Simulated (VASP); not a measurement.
# Pb8CS8O in VASP: single point with PBE

Aim: the single point of Pb8CS8O with PBE.

Everything below comes from runs of VASP 6.6.1. Logs are shortened: lines on timing, memory, paths and dates and some standing lists are left out, and cuts for length are marked.

### 1 The cell of the first run

The cell holds a slab with vacuum, 18 atoms: a = 8.498 Å, b = 8.498 Å, c = 20.717 Å, α = 90.00°, β = 90.00°, γ = 90.00°.

### 2 Single point, PBE

INCAR

```
PREC     = Accurate       # precision mode
ENCUT    = 520            # plane-wave cutoff, eV
EDIFF    = 1E-6           # SCF threshold, eV
ISMEAR   = 0              # smearing method
SIGMA    = 0.05           # smearing width, eV
LREAL    = Auto         
LASPH    = True           # aspherical terms in the spheres
NELM     = 80             # most SCF steps
ALGO     = Normal         # electronic algorithm
ISIF     = 2              # what is computed and relaxed
LWAVE    = False          # write WAVECAR
LCHARG   = False          # write CHGCAR
LDIPOL   = True         
IDIPOL   = 3            
DIPOL    = 0.5 0.5 0.282
GGA      = PE             # functional
NBANDS   = 100            # bands
```

KPOINTS

```
Automatic mesh
0
Gamma
  3 3 1
```

POSCAR

```
Pb8CS8O
1.0
    8.4980431765      0.0000000000      0.0000000000
    0.0000000000      8.4980431765      0.0000000000
    0.0000000000      0.0000000000     20.7166259994
Pb S C O
8 8 1 1
Direct
    0.2500000000      0.2500000000      0.1930816341
    0.2500000000      0.7500000000      0.1930816341
    0.7500000000      0.2500000000      0.1930816341
    0.7500000000      0.7500000000      0.1930816341
    0.0000000000      0.0000000000      0.3242142808
    0.0000000000      0.5000000000      0.3242142808
    0.5000000000      0.0000000000      0.3242142808
    0.5000000000      0.5000000000      0.3242142808
    0.0000000000      0.0000000000      0.1930816341
    0.0000000000      0.5000000000      0.1930816341
    0.5000000000      0.0000000000      0.1930816341
    0.5000000000      0.5000000000      0.1930816341
    0.2500000000      0.2500000000      0.3230985962
    0.2500000000      0.7500000000      0.3230985962
    0.7500000000      0.2500000000      0.3230985962
    0.7500000000      0.7500000000      0.3230985962
    0.6575669559      0.0000000000      0.4690255064
    0.8424330441      0.0000000000      0.4690255064
```

Potentials or basis: VASP PAW PBE potentials, release 64 (Pb_d, S, C, O).

On the command line:

```
cat potpaw_PBE.64/Pb_d/POTCAR potpaw_PBE.64/S/POTCAR potpaw_PBE.64/C/POTCAR potpaw_PBE.64/O/POTCAR > POTCAR
mpirun -np 1 vasp_std > vasp.out
```

OUTCAR:

```text
PREC = Accurate
   ENCUT = 520
   EDIFF = 1E-6
   ISMEAR = 0
   LREAL = Auto
   LASPH = True
   NELM = 80
   ISIF = 2
   GGA = PE

 ion  position               nearest neighbor table
   1  0.250  0.250  0.193-  13 2.69  10 3.00  11 3.00  12 3.00   9 3.00   6 4.05   7 4.05   8 4.05
                             5 4.05
   2  0.250  0.750  0.193-  14 2.69  10 3.00  11 3.00  12 3.00   9 3.00   6 4.05   7 4.05   8 4.05
                             5 4.05
   3  0.750  0.250  0.193-  15 2.69  10 3.00  11 3.00  12 3.00   9 3.00   6 4.05   7 4.05   8 4.05
                             5 4.05
   4  0.750  0.750  0.193-  16 2.69  10 3.00  11 3.00  12 3.00   9 3.00   6 4.05   7 4.05   8 4.05
                             5 4.05
   5  0.000  0.000  0.324-   9 2.72  13 3.00  14 3.00  15 3.00  16 3.00   2 4.05   3 4.05   4 4.05
                             1 4.05
   6  0.000  0.500  0.324-  10 2.72  13 3.00  14 3.00  15 3.00  16 3.00   2 4.05   3 4.05   4 4.05
                             1 4.05
   7  0.500  0.000  0.324-  11 2.72  13 3.00  14 3.00  15 3.00  16 3.00   2 4.05   3 4.05   4 4.05
                             1 4.05
   8  0.500  0.500  0.324-  12 2.72  13 3.00  14 3.00  15 3.00  16 3.00   2 4.05   3 4.05   4 4.05
                             1 4.05
   9  0.000  0.000  0.193-   5 2.72   2 3.00   3 3.00   4 3.00   1 3.00
  10  0.000  0.500  0.193-   6 2.72   2 3.00   3 3.00   4 3.00   1 3.00
  11  0.500  0.000  0.193-   7 2.72   2 3.00   3 3.00   4 3.00   1 3.00
  12  0.500  0.500  0.193-   8 2.72   2 3.00   3 3.00   4 3.00   1 3.00
  13  0.250  0.250  0.323-   1 2.69   5 3.00   6 3.00   7 3.00   8 3.00
  14  0.250  0.750  0.323-   2 2.69   5 3.00   6 3.00   7 3.00   8 3.00
  15  0.750  0.250  0.323-   3 2.69   5 3.00   6 3.00   7 3.00   8 3.00
  16  0.750  0.750  0.323-   4 2.69   5 3.00   6 3.00   7 3.00   8 3.00
  17  0.658  0.000  0.469-  18 1.57
  18  0.842  0.000  0.469-  17 1.57

  LATTYP: Found a simple tetragonal cell.
 ALAT       =     8.4980431765
 C/A-ratio  =     2.4378113372

  Lattice vectors:

 A1 = (   8.4980431765,   0.0000000000,   0.0000000000)
 A2 = (   0.0000000000,   8.4980431765,   0.0000000000)
 A3 = (   0.0000000000,   0.0000000000,  20.7166259994)

Analysis of symmetry for initial positions (statically):
=====================================================================
 Subroutine PRICEL returns:
 Original cell was already a primitive cell.

 Routine SETGRP: Setting up the symmetry group for a
 simple tetragonal supercell.

 Subroutine GETGRP returns: Found  2 space group operations
 (whereof  2 operations were pure point group operations)
 out of a pool of 16 trial point group operations.

The static configuration has the point symmetry C_1h.

Analysis of symmetry for dynamics (positions and initial velocities):
=====================================================================
 Subroutine PRICEL returns:
 Original cell was already a primitive cell.

 Routine SETGRP: Setting up the symmetry group for a
 simple tetragonal supercell.

 Subroutine GETGRP returns: Found  2 space group operations
 (whereof  2 operations were pure point group operations)
 out of a pool of 16 trial point group operations.

The dynamic configuration has the point symmetry C_1h.

 Subroutine INISYM returns: Found  2 space group operations
 (whereof  2 operations are pure point group operations),
 and found     1 'primitive' translations

----------------------------------------------------------------------------------------

                                     Primitive cell

  volume of cell :    1496.0871

  direct lattice vectors                    reciprocal lattice vectors
     8.498043176  0.000000000  0.000000000     0.117674149  0.000000000  0.000000000
     0.000000000  8.498043176  0.000000000     0.000000000  0.117674149  0.000000000
     0.000000000  0.000000000 20.716625999     0.000000000  0.000000000  0.048270409

  length of vectors
     8.498043176  8.498043176 20.716625999     0.117674149  0.117674149  0.048270409

  position of ions in fractional coordinates (direct lattice)
     0.250000000  0.250000000  0.193081634
     0.250000000  0.750000000  0.193081634
     0.750000000  0.250000000  0.193081634
     0.750000000  0.750000000  0.193081634
     0.000000000  0.000000000  0.324214281
     0.000000000  0.500000000  0.324214281
[... 10 lines left out ...]
     0.657566956  0.000000000  0.469025506
     0.842433044  0.000000000  0.469025506

  ion indices of the primitive-cell ions
   primitive index   ion index
                 1           1
                 2           2
                 3           3
                 4           4
                 5           5
                 6           6
[... 10 lines left out ...]
                17          17
                18          18

----------------------------------------------------------------------------------------

 KPOINTS: Automatic mesh

Automatic generation of k-mesh.
 Grid dimensions read from file:
 generate k-points for:    3    3    1

 Generating k-lattice:

  Cartesian coordinates                     Fractional coordinates (reciprocal lattice)
     0.039224716  0.000000000  0.000000000     0.333333333  0.000000000  0.000000000
     0.000000000  0.039224716  0.000000000     0.000000000  0.333333333  0.000000000
     0.000000000  0.000000000  0.048270409     0.000000000  0.000000000  1.000000000

  Length of vectors
     0.039224716  0.039224716  0.048270409

  Shift w.r.t. Gamma in fractional coordinates (k-lattice)
     0.000000000  0.000000000  0.000000000

 Subroutine IBZKPT returns following result:
 ===========================================

 Found      4 irreducible k-points:

 Following reciprocal coordinates:
            Coordinates               Weight
  0.000000  0.000000  0.000000      1.000000
  0.333333  0.000000  0.000000      2.000000
  0.000000  0.333333  0.000000      2.000000
  0.333333  0.333333  0.000000      4.000000
   k-points           NKPTS =      4   k-points in BZ     NKDIM =      4   number of bands    NBANDS=    100
   number of dos      NEDOS =    301   number of ions     NIONS =     18
   total plane-waves  NPLWV = 655360
   dimension x,y,z NGX =    64 NGY =   64 NGZ =  160
   dimension x,y,z NGXF=   128 NGYF=  128 NGZF=  320
   ions per type =               8   8   1   1
   NGX,Y,Z   is equivalent  to a cutoff of  12.52, 12.52, 12.84 a.u.
   NGXF,Y,Z  is equivalent  to a cutoff of  25.04, 25.04, 25.68 a.u.
 SYSTEM =  unknown system
   PREC   = accura    normal or accurate (medium, high low for compatibility)
   ISTART =      0    job   : 0-new  1-cont  2-samecut
   ICHARG =      2    charge: 1-file 2-atom 10-const
   ISPIN  =      1    spin polarized calculation?
   LNONCOLLINEAR =      F non collinear calculations
   LSORBIT =      F    spin-orbit coupling
   LASPH  =      T    aspherical Exc in radial PAW
   ENCUT  =  520.0 eV  38.22 Ry    6.18 a.u.  15.80 15.80 38.52*2*pi/ulx,y,z
   NELM   =     80;   NELMIN=  2; NELMDL= -5     # of ELM steps
   EDIFF  = 0.1E-05   stopping-criterion for ELM
   LREAL  =      T    real-space projection
   EDIFFG = 0.1E-04   stopping-criterion for IOM
   NSW    =      0    number of steps for IOM
   IBRION =     -1    ionic relax: 0-MD 1-quasi-New 2-CG
   NFREE  =      0    steps in history (QN), initial steepest desc. (CG)
   ISIF   =      2    stress and relaxation
   ISYM   =      2    0-nonsym 1-usesym 2-fastsym
   POTIM  = 0.5000    time-step for ionic-motion
   TEBEG  =    0.0;   TEEND  =   0.0 temperature during run
   PSTRESS=    0.0 pullay stress
   NELECT =     170.0000    total number of electrons
   NUPDOWN=      -1.0000    fix difference up-down
   EMIN   =  10.00;   EMAX   =-10.00  energy-range for DOS
   EFERMI =   0.00;   METHOD = LEGACY
   ISMEAR =     0;   SIGMA  =   0.05  broadening in eV -4-tet -1-fermi 0-gaus
   EFERMI_NEDOS =   21; number of points for ismear=-14 and -15
   IALGO  =     38    algorithm
   IMIX   =      4    mixing-type and parameters
     AMIX     =   0.40;   BMIX     =  1.00
     AMIX_MAG =   1.60;   BMIX_MAG =  1.00
  volume/ion in A,a.u.               =      83.12       560.89
  Fermi-wavevector in a.u.,A,eV,Ry     =   0.792937  1.498434  8.554657  0.628750
  Thomas-Fermi vector in A             =   1.898774
   LORBIT       =      0    0 simple, 1 ext, 2 COOP (PROOUT), +10 PAW based schemes
   GGA     = PE    functional components
   LHFCALC =     F    Hartree Fock is set to
   AEXX    =    0.0000 exact exchange contribution
   IVDW    =     0    specifies the selected vdW correction
   LEPSILON=     F    determine dielectric tensor
   LRPA    =     F    only Hartree local field effects (RPA)
 non-spin polarized calculation
 Gauss-broadening in eV      SIGMA  =   0.05
  energy-cutoff  :      520.00
  volume of cell :     1496.09
 maximum number of plane-waves:     40322
 NGX is ok and might be reduce to    64
   NGX = 31   NGY = 31   NGZ = 77

 dipolmoment           0.000000      0.000000     -0.007158 electrons x Angstroem

 number of electron     170.0000034 magnetization

 dipolmoment           0.000000      0.000000      0.183694 electrons x Angstroem

 Free energy of the ion-electron system (eV)
  ---------------------------------------------------
  ext. energy  EPLUGINS =         0.00000000
  ---------------------------------------------------
  free energy    TOTEN  =       -79.95498435 eV

  energy without entropy =      -79.95498435  energy(sigma->0) =      -79.95498435

 E-fermi :  -1.8126     XC(G=0):  -3.4914

 val. band max:       -2.0543691827   @ k =   0.0000   0.0000   0.0000
 cond. band min:      -1.5707365267   @ k =   0.0000   0.3333   0.0000
 fundamental gap:      0.4836326560
 Fermi energy:        -1.8126361999

 k-point     1 :       0.0000    0.0000    0.0000
  band No.  band energies     occupation
      1     -21.0020      2.00000
      2     -18.3453      2.00000
      3     -18.3394      2.00000
      4     -18.2911      2.00000
      5     -18.2792      2.00000
      6     -18.2765      2.00000
[... 389 lines left out ...]
     96       1.2010      0.00000
     97       1.6155      0.00000
 [bands above 97 left out]

------------------------ aborting loop because EDIFF is reached ----------------------------------------

 vacuum level on the upper side and lower side of the slab       (xc-potential included)         0.106        -0.330

  FORCE on cell =-STRESS in cart. coord.  units (eV):
  Direction    XX          YY          ZZ          XY          YZ          ZX
  --------------------------------------------------------------------------------------
  -------------------------------------------------------------------------------------
  Total      -18.1601659     -0.0686691     -0.7038173      0.0000000      0.0000000     -0.0291919
  in kB      -19.4479353     -0.0735385     -0.7537262      0.0000000      0.0000000     -0.0312619
  external PRESSURE =      -6.7584000 kB  Pullay stress =       0.0000000 kB

 VOLUME and BASIS-vectors are now :
 -----------------------------------------------------------------------------
  energy-cutoff  :      520.00
  volume of cell :     1496.09
      direct lattice vectors                 reciprocal lattice vectors
     8.498043176  0.000000000  0.000000000     0.117674149  0.000000000  0.000000000
     0.000000000  8.498043176  0.000000000     0.000000000  0.117674149  0.000000000
     0.000000000  0.000000000 20.716625999     0.000000000  0.000000000  0.048270409

 POSITION                                       TOTAL-FORCE (eV/Angst)
 -----------------------------------------------------------------------------------
      2.12451      2.12451      4.00000        -0.026118      0.016124     -0.165665
      2.12451      6.37353      4.00000        -0.026118     -0.016124     -0.165665
      6.37353      2.12451      4.00000         0.033844      0.014128     -0.148450
      6.37353      6.37353      4.00000         0.033844     -0.014128     -0.148450
      0.00000      0.00000      6.71663        -0.082281      0.000000      0.251273
      0.00000      4.24902      6.71663        -0.031484      0.000000      0.042188
[... 10 lines left out ...]
      5.58803      0.00000      9.71663        11.314889      0.000000     -0.165381
      7.15903      0.00000      9.71663       -11.325367      0.000000     -0.022840
 -----------------------------------------------------------------------------------
    total drift:                               -0.002144     -0.000000      0.003977

  FREE ENERGIE OF THE ION-ELECTRON SYSTEM (eV)
  ---------------------------------------------------
  free  energy   TOTEN  =       -79.9549843517 eV

  energy  without entropy=      -79.9549843517  energy(sigma->0) =      -79.95498435

 vacuum level on the upper side and lower side of the slab         3.016         2.568
```

Run time: 44 min. Hardware: 1 thread of Intel Xeon 8259CL, shared host; peak memory 1.4 GiB.

What came out:

```
Free energy            : -79.9550 eV
Largest force          : 11.325 eV/Å
Band gap on the k mesh : 0.48 eV (least direct gap 0.51 eV)
```

Forces on the atoms (eV/Å):
```
Pb   -0.026   0.016  -0.166
Pb   -0.026  -0.016  -0.166
Pb    0.034   0.014  -0.148
Pb    0.034  -0.014  -0.148
Pb   -0.082   0.000   0.251
Pb   -0.031   0.000   0.042
Pb    0.046   0.000   0.145
Pb    0.022   0.000   0.033
S    -0.019   0.000   0.074
S     0.006   0.000   0.161
S     0.003   0.000   0.219
S    -0.005   0.000   0.159
S     0.052  -0.029  -0.034
S     0.052   0.029  -0.034
S    -0.024   0.008  -0.100
S    -0.024  -0.008  -0.100
C    11.315   0.000  -0.165
O   -11.325   0.000  -0.023
```

Levels at points of the mesh, in eV from the valence-band top:
```tsv
k point	band 81	band 82	band 83	band 84	band 85	band 86	band 87	band 88	band 89	band 90
(0.00, 0.00, 0.00)	-0.43	-0.13	-0.04	0.00	0.00	0.51	0.52	1.88	1.88	1.90
```

Caveat: spin-orbit coupling is left out, which moves the levels of the heavy elements.
